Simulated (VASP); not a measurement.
# GaN (F-43m) in VASP: further runs

The runs below take GaN through single point, with LDA.

All numbers are computed with VASP 6.6.1; they aren't measurements. Logs are shortened: lines on timing, memory, paths and dates and some standing lists are left out, and cuts for length are marked.

## Step 1: The cell of the first run

Symmetry: F-43m, No. 216, cubic system. The conventional cell has a = 4.455 Å, b = 4.455 Å, c = 4.455 Å, α = 90.00°, β = 90.00°, γ = 90.00°. Within 2.6 Å of Ga (site symmetry -43m) lie 4 N at 1.93 Å. N (site symmetry -43m) has 4 Ga at 1.93 Å within 2.6 Å.

## Step 2: Single point, LDA

INCAR reads:

```
PREC     = Accurate       # precision mode
ENCUT    = 910            # plane-wave cutoff, eV
EDIFF    = 1E-6           # SCF threshold, eV
ISMEAR   = 0              # smearing method
SIGMA    = 0.02           # smearing width, eV
LREAL    = False          # projectors in reciprocal space
LASPH    = True           # aspherical terms in the spheres
NELM     = 120            # most SCF steps
ALGO     = Normal         # electronic algorithm
ISIF     = 2              # what is computed and relaxed
LWAVE    = False          # write WAVECAR
LCHARG   = True           # write CHGCAR
LELF     = True           # ELF
LVHAR    = True         
NBANDS   = 16             # bands
GGA_COMPAT= False
```

KPOINTS reads:

```
regular mesh
0
Gamma
  10 10 10
```

POSCAR reads:

```
GaN
1.0
    0.0000000000      2.2277008296      2.2277008296
    2.2277008296      0.0000000000      2.2277008296
    2.2277008296      2.2277008296      0.0000000000
Ga N
1 1
Direct
    0.0000000000      0.0000000000      0.0000000000
    0.7500000000      0.7500000000      0.7500000000
```

Potentials or basis: VASP PAW LDA potentials, release 64 (Ga_d, N_h).

Command:

```console
> cat potpaw_LDA.64/Ga_d/POTCAR potpaw_LDA.64/N_h/POTCAR > POTCAR
> mpirun -np 1 vasp_std > vasp.out
```

OUTCAR:

```text
PREC = Accurate
   ENCUT = 910
   EDIFF = 1E-6
   ISMEAR = 0
   LREAL = False
   LASPH = True
   NELM = 120
   ISIF = 2

 ion  position               nearest neighbor table
   1  0.000  0.000  0.000-   2 1.93   2 1.93   2 1.93   2 1.93
   2  0.750  0.750  0.750-   1 1.93   1 1.93   1 1.93   1 1.93

  LATTYP: Found a face centered cubic cell.
 ALAT       =     4.4554016592

  Lattice vectors:

 A1 = (   0.0000000000,   2.2277008296,   2.2277008296)
 A2 = (   2.2277008296,   0.0000000000,   2.2277008296)
 A3 = (   2.2277008296,   2.2277008296,   0.0000000000)

Analysis of symmetry for initial positions (statically):
=====================================================================
 Subroutine PRICEL returns:
 Original cell was already a primitive cell.

 Routine SETGRP: Setting up the symmetry group for a
 face centered cubic supercell.

 Subroutine GETGRP returns: Found 24 space group operations
 (whereof 24 operations were pure point group operations)
 out of a pool of 48 trial point group operations.

The static configuration has the point symmetry T_d .

Analysis of symmetry for dynamics (positions and initial velocities):
=====================================================================
 Subroutine PRICEL returns:
 Original cell was already a primitive cell.

 Routine SETGRP: Setting up the symmetry group for a
 face centered cubic supercell.

 Subroutine GETGRP returns: Found 24 space group operations
 (whereof 24 operations were pure point group operations)
 out of a pool of 48 trial point group operations.

The dynamic configuration has the point symmetry T_d .

 Subroutine INISYM returns: Found 24 space group operations
 (whereof 24 operations are pure point group operations),
 and found     1 'primitive' translations

----------------------------------------------------------------------------------------

                                     Primitive cell

  volume of cell :      22.1106

  direct lattice vectors                    reciprocal lattice vectors
     0.000000000  2.227700830  2.227700830    -0.224446655  0.224446655  0.224446655
     2.227700830  0.000000000  2.227700830     0.224446655 -0.224446655  0.224446655
     2.227700830  2.227700830  0.000000000     0.224446655  0.224446655 -0.224446655

  length of vectors
     3.150444726  3.150444726  3.150444726     0.388753010  0.388753010  0.388753010

  position of ions in fractional coordinates (direct lattice)
     0.000000000  0.000000000  0.000000000
     0.750000000  0.750000000  0.750000000

  ion indices of the primitive-cell ions
   primitive index   ion index
[... 70 lines left out ...]
   LSORBIT =      F    spin-orbit coupling
   LASPH  =      T    aspherical Exc in radial PAW
   ENCUT  =  910.0 eV  66.88 Ry    8.18 a.u.   7.75  7.75  7.75*2*pi/ulx,y,z
   NELM   =    120;   NELMIN=  2; NELMDL= -5     # of ELM steps
   EDIFF  = 0.1E-05   stopping-criterion for ELM
   LREAL  =      F    real-space projection
   EDIFFG = 0.1E-04   stopping-criterion for IOM
   NSW    =      0    number of steps for IOM
   IBRION =     -1    ionic relax: 0-MD 1-quasi-New 2-CG
   NFREE  =      0    steps in history (QN), initial steepest desc. (CG)
   ISIF   =      2    stress and relaxation
   ISYM   =      2    0-nonsym 1-usesym 2-fastsym
   POTIM  = 0.5000    time-step for ionic-motion
   TEBEG  =    0.0;   TEEND  =   0.0 temperature during run
   PSTRESS=    0.0 pullay stress
   NELECT =      18.0000    total number of electrons
   NUPDOWN=      -1.0000    fix difference up-down
   EMIN   =  10.00;   EMAX   =-10.00  energy-range for DOS
   EFERMI =   0.00;   METHOD = LEGACY
   ISMEAR =     0;   SIGMA  =   0.02  broadening in eV -4-tet -1-fermi 0-gaus
   EFERMI_NEDOS =   21; number of points for ismear=-14 and -15
   IALGO  =     38    algorithm
   IMIX   =      4    mixing-type and parameters
     AMIX     =   0.40;   BMIX     =  1.00
     AMIX_MAG =   1.60;   BMIX_MAG =  1.00
  volume/ion in A,a.u.               =      11.06        74.60
  Fermi-wavevector in a.u.,A,eV,Ry     =   1.528617  2.888668 31.792341  2.336671
  Thomas-Fermi vector in A             =   2.636351
   LORBIT       =      0    0 simple, 1 ext, 2 COOP (PROOUT), +10 PAW based schemes
   GGA     = CA    functional components
   LHFCALC =     F    Hartree Fock is set to
   AEXX    =    0.0000 exact exchange contribution
   IVDW    =     0    specifies the selected vdW correction
   LEPSILON=     F    determine dielectric tensor
   LRPA    =     F    only Hartree local field effects (RPA)
 non-spin polarized calculation
 Gauss-broadening in eV      SIGMA  =   0.02
  energy-cutoff  :      910.00
  volume of cell :       22.11
 maximum number of plane-waves:      1411
   NGX = 15   NGY = 15   NGZ = 15

 number of electron      17.9999998 magnetization

 Free energy of the ion-electron system (eV)
  ---------------------------------------------------
  ext. energy  EPLUGINS =         0.00000000
  ---------------------------------------------------
  free energy    TOTEN  =       -13.94626554 eV

  energy without entropy =      -13.94626554  energy(sigma->0) =      -13.94626554

 E-fermi :   5.9450     XC(G=0): -12.3190

 val. band max:        5.7383791800   @ k =   0.0000   0.0000   0.0000
 cond. band min:       7.7120107804   @ k =   0.0000   0.0000   0.0000
 fundamental gap:      1.9736316004
 Fermi energy:         5.9450307083

 k-point     1 :       0.0000    0.0000    0.0000
  band No.  band energies     occupation
      1     -10.3685      2.00000
      2      -7.8521      2.00000
      3      -7.8521      2.00000
      4      -7.8521      2.00000
      5      -7.4978      2.00000
      6      -7.4978      2.00000
[... 433 lines left out ...]
      3      -7.6049      2.00000
      4      -7.6036      2.00000
      5      -7.4309      2.00000
      6      -6.5058      2.00000
[... 8 lines left out ...]
     15      28.4412      0.00000
     16      28.4750      0.00000

 [... further k-points ...]
[... 5 lines left out ...]
  --------------------------------------------------------------------------------------
  -------------------------------------------------------------------------------------
  Total        0.1213808      0.1213808      0.1213808      0.0000000      0.0000000      0.0000000
  in kB        8.7954886      8.7954886      8.7954886      0.0000000      0.0000000      0.0000000
  external PRESSURE =       8.7954886 kB  Pullay stress =       0.0000000 kB

 VOLUME and BASIS-vectors are now :
 -----------------------------------------------------------------------------
  energy-cutoff  :      910.00
  volume of cell :       22.11
      direct lattice vectors                 reciprocal lattice vectors
     0.000000000  2.227700830  2.227700830    -0.224446655  0.224446655  0.224446655
     2.227700830  0.000000000  2.227700830     0.224446655 -0.224446655  0.224446655
     2.227700830  2.227700830  0.000000000     0.224446655  0.224446655 -0.224446655

 POSITION                                       TOTAL-FORCE (eV/Angst)
 -----------------------------------------------------------------------------------
      0.00000      0.00000      0.00000        -0.000000      0.000000     -0.000000
      3.34155      3.34155      3.34155         0.000000     -0.000000      0.000000
 -----------------------------------------------------------------------------------
    total drift:                               -0.000000     -0.000000     -0.000000

  FREE ENERGIE OF THE ION-ELECTRON SYSTEM (eV)
  ---------------------------------------------------
  free  energy   TOTEN  =       -13.9462655362 eV

  energy  without entropy=      -13.9462655362  energy(sigma->0) =      -13.94626554
```

It took 18 s on 1 thread of Intel Xeon Platinum 8375C at 2.90GHz (Ice Lake), shared host; peak memory 0.18 GiB.

What came out:

```
Free energy            : -13.9463 eV
Pressure               : 0.9 GPa
Band gap on the k mesh : 1.97 eV, direct
```

Caveat: the cutoff is under 1.25 times the usual one of these potentials, so pressure, stress and relaxed cells hold a basis-set (Pulay) error.

## Step 3: Single point, LDA

This run uses another cell than the first one, of 11.23 Å³/atom, 1.015 times its volume.

INCAR reads:

```
SYSTEM = GaN
ALGO = Normal
EDIFF = 1E-6
ENCUT = 910
GGA = CA
GGA_COMPAT = .False.
ISIF = 2
ISMEAR = 0
LASPH = .True.
LCHARG = .False.
LREAL = .False.
LWAVE = .False.
NBANDS = 16
NELM = 120
PREC = Accurate
SIGMA = 0.01
```

KPOINTS reads:

```
k-points
0
Gamma
  10 10 10
  0 0 0
```

POSCAR reads:

```
GaN
1.0
    0.0000000000      2.2390892917      2.2390892917
    2.2390892917      0.0000000000      2.2390892917
    2.2390892917      2.2390892917      0.0000000000
Ga N
1 1
Direct
    0.0000000000      0.0000000000      0.0000000000
    0.7500000000      0.7500000000      0.7500000000
```

Potentials or basis: VASP PAW LDA potentials, release 64 (Ga_d, N_h).

Command:

```console
> cat potpaw_LDA.64/Ga_d/POTCAR potpaw_LDA.64/N_h/POTCAR > POTCAR
> mpirun -np 1 vasp_std > vasp.out
```

It took 13 s on 1 thread of Intel Xeon 6975P-C (Granite Rapids), shared host; peak memory 0.17 GiB.

It converged, with:

| Property | Result |
| --- | --- |
| Free energy | -13.9455 eV |
| Pressure | -2.2 GPa |
| Band gap on the k mesh | 1.87 eV, direct |

Levels at points of the mesh, in eV from the valence-band top:
```
           k point  band 6  band 7  band 8  band 9  band 10  band 11  band 12  band 13
(0.00, 0.00, 0.00)  -13.23    0.00    0.00    0.00     1.87    10.23    10.23    10.23
(0.50, 0.00, 0.00)  -11.85   -7.25   -1.00   -1.00     4.68     8.69    10.31    10.31
(0.50, 0.50, 0.00)  -11.38   -6.28   -2.80   -2.80     3.25     6.60    11.64    13.96
```

Caveat: the cutoff is under 1.25 times the usual one of these potentials, so pressure, stress and relaxed cells hold a basis-set (Pulay) error. As with any semilocal functional, this LDA gap is likely too small.

## Step 4: Single point, LDA

INCAR reads:

```
  PREC = Accurate
  ENCUT = 910
  EDIFF = 1E-6
  ISMEAR = 0
  SIGMA = 0.01
  LREAL = False
  LASPH = True
  NELM = 120
  ALGO = Normal
  ISIF = 2
  LWAVE = False
  LCHARG = False
  NBANDS = 16
  GGA_COMPAT = False
```

KPOINTS reads:

```
regular mesh
0
Gamma
  10 10 10
```

POSCAR reads:

```
GaN
1.0
    0.0000000000      2.2277008296      2.2277008296
    2.2277008296      0.0000000000      2.2277008296
    2.2277008296      2.2277008296      0.0000000000
Ga N
1 1
Direct
    0.0000000000      0.0000000000      0.0000000000
    0.7500000000      0.7500000000      0.7500000000
```

Command:

```console
> cat potpaw_LDA.64/Ga_d/POTCAR potpaw_LDA.64/N_h/POTCAR > POTCAR
> mpirun -np 1 vasp_std > vasp.out
```

Wall time 29 s (1 thread of Intel Xeon Platinum 8488C (Sapphire Rapids), shared host); peak memory 0.18 GiB.

Results (log left out):

```yaml
Free_energy: -13.9463 eV
Pressure: 0.9 GPa
Band_gap_on_the_k_mesh: 1.97 eV, direct
```

Levels at points of the mesh, in eV from the valence-band top:
```
           k point  band 7  band 8  band 9  band 10  band 11  band 12
(0.00, 0.00, 0.00)    0.00    0.00    0.00     1.97    10.33    10.33
(0.50, 0.00, 0.00)   -7.35   -1.02   -1.02     4.78     8.77    10.38
(0.50, 0.50, 0.00)   -6.35   -2.86   -2.86     3.26     6.69    11.75
```

Caveat: the cutoff is under 1.25 times the usual one of these potentials, so pressure, stress and relaxed cells hold a basis-set (Pulay) error. LDA gaps usually lie below the measured ones, often by a third to a half.

## Step 5: Summary

| cell | smearing | gap on the mesh (eV) | pressure (GPa) |
| --- | --- | --- | --- |
| a = 3.150 Å, angles 60.0°, 2 atoms | gaussian 0.02 eV | 1.97 | 0.9 |
| a = 3.167 Å, angles 60.0°, 2 atoms | gaussian 0.01 eV | 1.87 | -2.2 |
| a = 3.150 Å, angles 60.0°, 2 atoms | gaussian 0.01 eV | 1.97 | 0.9 |

Alike in all rows: task single point; level LDA; potentials or basis VASP PAW LDA potentials, release 64 (Ga_d, N_h); no spin polarisation; k mesh 10 × 10 × 10; cutoff (eV) 910.

Caveats: the cutoff is under 1.25 times the usual one of these potentials, so pressure, stress and relaxed cells hold a basis-set (Pulay) error.

Total energies depend on the potentials used, so only differences within one code and one set of settings carry meaning.
